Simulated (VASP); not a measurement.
# BN (P4_2/mnm) in VASP: further runs

The runs below take BN through single point, with PBE.

Everything below comes from runs of VASP 6.6.1. Logs are shortened: lines on timing, memory, paths and dates and some standing lists are left out, and cuts for length are marked.

### Step 1. The cell of the first run

It takes space group P4_2/mnm (No. 136, tetragonal). Conventional cell: a = 4.456 Å, b = 4.456 Å, c = 2.702 Å, α = 90.00°, β = 90.00°, γ = 90.00°. Within 2.1 Å of B (site symmetry m2m) lie 4 N at 1.61 Å. N (site symmetry m2m) has 4 B at 1.61 Å within 2.1 Å.

### Step 2. Single point, PBE

Input file INCAR:

```
SYSTEM = BN
PREC = Accurate
ENCUT = 520
EDIFF = 1E-7
ISMEAR = 0
SIGMA = 0.05
LREAL = .FALSE.
LASPH = .TRUE.
NELM = 60
ALGO = Normal
ISIF = 2
LWAVE = .FALSE.
LCHARG = .FALSE.
GGA = PE
NBANDS = 26
```

Input file KPOINTS:

```
Automatic mesh
0
G
  6 6 10
  0 0 0
```

Input file POSCAR:

```
BN
1.0
    4.4559000000      0.0000000000      0.0000000000
    0.0000000000      4.4559000000      0.0000000000
    0.0000000000      0.0000000000      2.7021000000
B N
4 4
Direct
    0.1742811368      0.8257188632      0.5000000000
    0.3257188632      0.3257188632      0.0000000000
    0.6742811368      0.6742811368      0.0000000000
    0.8257188632      0.1742811368      0.5000000000
    0.8126115048      0.8126115048      0.5000000000
    0.3126115048      0.6873884952      0.0000000000
    0.6873884952      0.3126115048      0.0000000000
    0.1873884952      0.1873884952      0.5000000000
```

Potentials or basis: VASP PAW PBE potentials, release 64 (B, N).

Started as:

```console
$ cat potpaw_PBE.64/B/POTCAR potpaw_PBE.64/N/POTCAR > POTCAR
$ mpirun -np 1 vasp_std > vasp.out
```

OUTCAR:

```text
SYSTEM = BN
   PREC = Accurate
   ENCUT = 520
   EDIFF = 1E-7
   ISMEAR = 0
   LREAL = .FALSE.
   LASPH = .TRUE.
   NELM = 60
   ISIF = 2
   GGA = PE

 ion  position               nearest neighbor table
   1  0.174  0.826  0.500-   6 1.61   6 1.61   8 1.61   5 1.61
   2  0.326  0.326  0.000-   8 1.61   8 1.61   6 1.61   7 1.61
   3  0.674  0.674  0.000-   5 1.61   5 1.61   7 1.61   6 1.61
   4  0.826  0.174  0.500-   7 1.61   7 1.61   8 1.61   5 1.61
   5  0.813  0.813  0.500-   3 1.61   3 1.61   4 1.61   1 1.61
   6  0.313  0.687  0.000-   1 1.61   1 1.61   3 1.61   2 1.61
   7  0.687  0.313  0.000-   4 1.61   4 1.61   2 1.61   3 1.61
   8  0.187  0.187  0.500-   2 1.61   2 1.61   4 1.61   1 1.61

  LATTYP: Found a simple tetragonal cell.
 ALAT       =     4.4559000000
 C/A-ratio  =     0.6064094796

  Lattice vectors:

 A1 = (   4.4559000000,   0.0000000000,   0.0000000000)
 A2 = (   0.0000000000,   4.4559000000,   0.0000000000)
 A3 = (   0.0000000000,   0.0000000000,   2.7021000000)

Analysis of symmetry for initial positions (statically):
=====================================================================
 Subroutine PRICEL returns:
 Original cell was already a primitive cell.

 Routine SETGRP: Setting up the symmetry group for a
 simple tetragonal supercell.

 Subroutine GETGRP returns: Found 16 space group operations
 (whereof  8 operations were pure point group operations)
 out of a pool of 16 trial point group operations.

The static configuration has the point symmetry D_2h.
 The point group associated with its full space group is D_4h.

Analysis of symmetry for dynamics (positions and initial velocities):
=====================================================================
 Subroutine PRICEL returns:
 Original cell was already a primitive cell.

 Routine SETGRP: Setting up the symmetry group for a
 simple tetragonal supercell.

 Subroutine GETGRP returns: Found 16 space group operations
 (whereof  8 operations were pure point group operations)
 out of a pool of 16 trial point group operations.

The dynamic configuration has the point symmetry D_2h.
 The point group associated with its full space group is D_4h.

 Subroutine INISYM returns: Found 16 space group operations
 (whereof  8 operations are pure point group operations),
 and found     1 'primitive' translations

----------------------------------------------------------------------------------------

                                     Primitive cell

  volume of cell :      53.6503

  direct lattice vectors                    reciprocal lattice vectors
     4.455900000  0.000000000  0.000000000     0.224421553  0.000000000  0.000000000
     0.000000000  4.455900000  0.000000000     0.000000000  0.224421553  0.000000000
     0.000000000  0.000000000  2.702100000     0.000000000  0.000000000  0.370082528

  length of vectors
     4.455900000  4.455900000  2.702100000     0.224421553  0.224421553  0.370082528

  position of ions in fractional coordinates (direct lattice)
     0.174281137  0.825718863  0.500000000
     0.325718863  0.325718863  0.000000000
     0.674281137  0.674281137  0.000000000
     0.825718863  0.174281137  0.500000000
     0.812611505  0.812611505  0.500000000
     0.312611505  0.687388495  0.000000000
     0.687388495  0.312611505  0.000000000
     0.187388495  0.187388495  0.500000000

  ion indices of the primitive-cell ions
   primitive index   ion index
                 1           1
                 2           2
                 3           3
                 4           4
                 5           5
                 6           6
                 7           7
                 8           8

----------------------------------------------------------------------------------------

 KPOINTS: Automatic mesh

Automatic generation of k-mesh.
 Grid dimensions read from file:
 generate k-points for:    6    6   10

 Generating k-lattice:

  Cartesian coordinates                     Fractional coordinates (reciprocal lattice)
     0.037403592  0.000000000  0.000000000     0.166666667  0.000000000  0.000000000
     0.000000000  0.037403592  0.000000000     0.000000000  0.166666667  0.000000000
     0.000000000  0.000000000  0.037008253     0.000000000  0.000000000  0.100000000

  Length of vectors
     0.037403592  0.037403592  0.037008253

  Shift w.r.t. Gamma in fractional coordinates (k-lattice)
     0.000000000  0.000000000  0.000000000

 Subroutine IBZKPT returns following result:
 ===========================================

 Found     60 irreducible k-points:

 Following reciprocal coordinates:
            Coordinates               Weight
  0.000000  0.000000  0.000000      1.000000
  0.166667  0.000000  0.000000      4.000000
  0.333333  0.000000  0.000000      4.000000
  0.500000  0.000000  0.000000      2.000000
  0.166667  0.166667  0.000000      4.000000
  0.333333  0.166667  0.000000      8.000000
[... 16 lines left out ...]
  0.333333  0.000000  0.200000      8.000000
  0.500000  0.000000  0.200000      4.000000
 [... further k-points ...]
   k-points           NKPTS =     60   k-points in BZ     NKDIM =     60   number of bands    NBANDS=     26
   number of dos      NEDOS =    301   number of ions     NIONS =      8
   total plane-waves  NPLWV =  25920
   dimension x,y,z NGX =    36 NGY =   36 NGZ =   20
   dimension x,y,z NGXF=    72 NGYF=   72 NGZF=   40
   ions per type =               4   4
   NGX,Y,Z   is equivalent  to a cutoff of  13.43, 13.43, 12.30 a.u.
   NGXF,Y,Z  is equivalent  to a cutoff of  26.86, 26.86, 24.61 a.u.
 SYSTEM =  BN
   PREC   = accura    normal or accurate (medium, high low for compatibility)
   ISTART =      0    job   : 0-new  1-cont  2-samecut
   ICHARG =      2    charge: 1-file 2-atom 10-const
   ISPIN  =      1    spin polarized calculation?
   LNONCOLLINEAR =      F non collinear calculations
   LSORBIT =      F    spin-orbit coupling
   LASPH  =      T    aspherical Exc in radial PAW
   ENCUT  =  520.0 eV  38.22 Ry    6.18 a.u.   8.29  8.29  5.02*2*pi/ulx,y,z
   NELM   =     60;   NELMIN=  2; NELMDL= -5     # of ELM steps
   EDIFF  = 0.1E-06   stopping-criterion for ELM
   LREAL  =      F    real-space projection
   EDIFFG = 0.1E-05   stopping-criterion for IOM
   NSW    =      0    number of steps for IOM
   IBRION =     -1    ionic relax: 0-MD 1-quasi-New 2-CG
   NFREE  =      0    steps in history (QN), initial steepest desc. (CG)
   ISIF   =      2    stress and relaxation
   ISYM   =      2    0-nonsym 1-usesym 2-fastsym
   POTIM  = 0.5000    time-step for ionic-motion
   TEBEG  =    0.0;   TEEND  =   0.0 temperature during run
   PSTRESS=    0.0 pullay stress
   NELECT =      32.0000    total number of electrons
   NUPDOWN=      -1.0000    fix difference up-down
   EMIN   =  10.00;   EMAX   =-10.00  energy-range for DOS
   EFERMI =   0.00;   METHOD = LEGACY
   ISMEAR =     0;   SIGMA  =   0.05  broadening in eV -4-tet -1-fermi 0-gaus
   EFERMI_NEDOS =   21; number of points for ismear=-14 and -15
   IALGO  =     38    algorithm
   IMIX   =      4    mixing-type and parameters
     AMIX     =   0.40;   BMIX     =  1.00
     AMIX_MAG =   1.60;   BMIX_MAG =  1.00
  volume/ion in A,a.u.               =       6.71        45.26
  Fermi-wavevector in a.u.,A,eV,Ry     =   1.378058  2.604151 25.838048  1.899043
  Thomas-Fermi vector in A             =   2.503154
   LORBIT       =      0    0 simple, 1 ext, 2 COOP (PROOUT), +10 PAW based schemes
   GGA     = PE    functional components
   LHFCALC =     F    Hartree Fock is set to
   AEXX    =    0.0000 exact exchange contribution
   IVDW    =     0    specifies the selected vdW correction
   LEPSILON=     F    determine dielectric tensor
   LRPA    =     F    only Hartree local field effects (RPA)
 non-spin polarized calculation
 Gauss-broadening in eV      SIGMA  =   0.05
  energy-cutoff  :      520.00
  volume of cell :       53.65
 maximum number of plane-waves:      1472
 NGX is ok and might be reduce to    36
   NGX = 17   NGY = 17   NGZ = 11

 number of electron      32.0000002 magnetization

 Free energy of the ion-electron system (eV)
  ---------------------------------------------------
  ext. energy  EPLUGINS =         0.00000000
  ---------------------------------------------------
  free energy    TOTEN  =       -68.48937774 eV

  energy without entropy =      -68.48937774  energy(sigma->0) =      -68.48937774

 E-fermi :   6.3627     XC(G=0): -12.1055

 val. band max:        6.0991229585   @ k =   0.0000   0.0000   0.0000
 cond. band min:      10.8828491610   @ k =   0.0000   0.0000   0.3000
 fundamental gap:      4.7837262025
 Fermi energy:         6.3626800893

 k-point     1 :       0.0000    0.0000    0.0000
  band No.  band energies     occupation
      1     -13.2601      2.00000
      2      -9.3398      2.00000
      3      -9.3398      2.00000
      4      -9.2591      2.00000
      5      -3.0339      2.00000
      6      -2.4133      2.00000
[... 18 lines left out ...]
     25      15.9683      0.00000
     26      17.7720      0.00000

 k-point     2 :       0.1667    0.0000    0.0000
  band No.  band energies     occupation
      1     -13.1205      2.00000
      2     -10.2029      2.00000
      3      -9.2555      2.00000
      4      -8.7071      2.00000
      5      -3.2288      2.00000
      6      -1.9995      2.00000
[... 18 lines left out ...]
     25      16.7321      0.00000
     26      17.3688      0.00000

 k-point     3 :       0.3333    0.0000    0.0000
  band No.  band energies     occupation
      1     -12.7079      2.00000
      2     -11.1769      2.00000
      3      -9.0265      2.00000
      4      -8.5560      2.00000
      5      -3.3693      2.00000
      6      -2.3224      2.00000
[... 18 lines left out ...]
     25      16.3603      0.00000
     26      17.0395      0.00000

 k-point     4 :       0.5000    0.0000    0.0000
  band No.  band energies     occupation
      1     -12.0442      2.00000
      2     -12.0442      2.00000
      3      -8.7366      2.00000
      4      -8.7366      2.00000
      5      -3.0550      2.00000
      6      -3.0550      2.00000
[... 18 lines left out ...]
     25      16.1146      0.00000
     26      16.1146      0.00000

 k-point     5 :       0.1667    0.1667    0.0000
  band No.  band energies     occupation
      1     -12.9828      2.00000
      2     -10.3828      2.00000
      3      -9.5562      2.00000
      4      -8.5341      2.00000
      5      -3.2324      2.00000
      6      -1.7850      2.00000
[... 18 lines left out ...]
     25      16.9482      0.00000
     26      17.6703      0.00000

 k-point     6 :       0.3333    0.1667    0.0000
  band No.  band energies     occupation
      1     -12.5773      2.00000
      2     -11.1174      2.00000
      3      -9.4472      2.00000
      4      -8.6647      2.00000
      5      -3.0705      2.00000
      6      -1.7993      2.00000
[... 427 lines left out ...]
 k-point    21 :       0.0000    0.0000    0.2000
  band No.  band energies     occupation
      1     -12.7235      2.00000
      2      -9.1240      2.00000
      3      -8.9514      2.00000
      4      -8.9514      2.00000
      5      -2.9128      2.00000
      6      -1.7762      2.00000
[... 18 lines left out ...]
     25      18.0085      0.00000
     26      18.0899      0.00000

 k-point    22 :       0.1667    0.0000    0.2000
  band No.  band energies     occupation
      1     -12.5886      2.00000
      2      -9.8423      2.00000
      3      -8.8822      2.00000
      4      -8.5243      2.00000
      5      -2.8989      2.00000
      6      -1.4581      2.00000
[... 18 lines left out ...]
     25      17.3906      0.00000
     26      17.7665      0.00000

 k-point    23 :       0.3333    0.0000    0.2000
  band No.  band energies     occupation
      1     -12.1910      2.00000
      2     -10.7374      2.00000
      3      -8.6992      2.00000
      4      -8.3729      2.00000
      5      -2.9031      2.00000
      6      -2.0381      2.00000
[... 18 lines left out ...]
     25      16.7713      0.00000
     26      17.3087      0.00000

 k-point    24 :       0.5000    0.0000    0.2000
  band No.  band energies     occupation
      1     -11.5559      2.00000
      2     -11.5559      2.00000
      3      -8.4831      2.00000
      4      -8.4831      2.00000
      5      -2.6539      2.00000
      6      -2.6539      2.00000
[... 18 lines left out ...]
     25      17.3042      0.00000
     26      17.3044      0.00000

 [... further k-points ...]
[... 5 lines left out ...]
  --------------------------------------------------------------------------------------
  -------------------------------------------------------------------------------------
  Total       -3.4671255     -3.4671255    -15.9648894      0.0000000      0.0000000      0.0000000
  in kB     -103.5399279   -103.5399279   -476.7648250      0.0000000      0.0000000      0.0000000
  external PRESSURE =    -227.9482270 kB  Pullay stress =       0.0000000 kB

 VOLUME and BASIS-vectors are now :
 -----------------------------------------------------------------------------
  energy-cutoff  :      520.00
  volume of cell :       53.65
      direct lattice vectors                 reciprocal lattice vectors
     4.455900000  0.000000000  0.000000000     0.224421553  0.000000000  0.000000000
     0.000000000  4.455900000  0.000000000     0.000000000  0.224421553  0.000000000
     0.000000000  0.000000000  2.702100000     0.000000000  0.000000000  0.370082528

 POSITION                                       TOTAL-FORCE (eV/Angst)
 -----------------------------------------------------------------------------------
      0.77658      3.67932      1.35105        -0.012154      0.012154     -0.000000
      1.45137      1.45137      0.00000         0.012154      0.012154     -0.000000
      3.00453      3.00453      0.00000        -0.012154     -0.012154      0.000000
      3.67932      0.77658      1.35105         0.012154     -0.012154      0.000000
      3.62092      3.62092      1.35105        -0.110701     -0.110701     -0.000000
      1.39297      3.06293      0.00000        -0.110701      0.110701      0.000000
      3.06293      1.39297      0.00000         0.110701     -0.110701     -0.000000
      0.83498      0.83498      1.35105         0.110701      0.110701      0.000000
 -----------------------------------------------------------------------------------
    total drift:                               -0.000000     -0.000000      0.000000

  FREE ENERGIE OF THE ION-ELECTRON SYSTEM (eV)
  ---------------------------------------------------
  free  energy   TOTEN  =       -68.4893777413 eV

  energy  without entropy=      -68.4893777413  energy(sigma->0) =      -68.48937774
```

It took 64 s on 1 thread of Intel Xeon Platinum 8259CL at 2.50GHz (Skylake/Cascade Lake), shared host; peak memory 0.2 GiB.

What came out:

- Free energy: -68.4894 eV
- Pressure: -22.8 GPa
- Largest force: 0.157 eV/Å
- Band gap on the k mesh: 4.78 eV, indirect (least direct gap 5.45 eV)

Forces on the atoms (eV/Å):
```
B   -0.012  0.012  0.000
B    0.012  0.012  0.000
B   -0.012 -0.012  0.000
B    0.012 -0.012  0.000
N   -0.111 -0.111  0.000
N   -0.111  0.111  0.000
N    0.111 -0.111  0.000
N    0.111  0.111  0.000
```

Stress tensor (GPa, compression positive):
```
-10.35   0.00   0.00
  0.00 -10.35   0.00
  0.00   0.00 -47.68
```

Levels at points of the mesh, in eV from the valence-band top:
```tsv
k point	band 13	band 14	band 15	band 16	band 17	band 18	band 19	band 20
(0.00, 0.00, 0.00)	-0.63	-0.52	0.00	0.00	5.45	6.52	8.06	8.34
(0.50, 0.00, 0.00)	-1.65	-1.65	-1.30	-1.30	6.56	6.56	7.84	7.84
(0.50, 0.50, 0.00)	-2.72	-2.72	-2.20	-2.20	6.93	6.93	7.17	7.17
(0.00, 0.00, 0.50)	-3.85	-3.85	-3.27	-3.27	6.38	6.38	9.97	9.97
(0.50, 0.00, 0.50)	-3.50	-3.50	-1.90	-1.90	6.63	6.63	8.63	8.63
(0.50, 0.50, 0.50)	-2.96	-2.96	-2.29	-2.29	6.03	6.03	6.77	6.77
```

A k mesh can miss the band edges.

(Continued in part 2 of 2.)
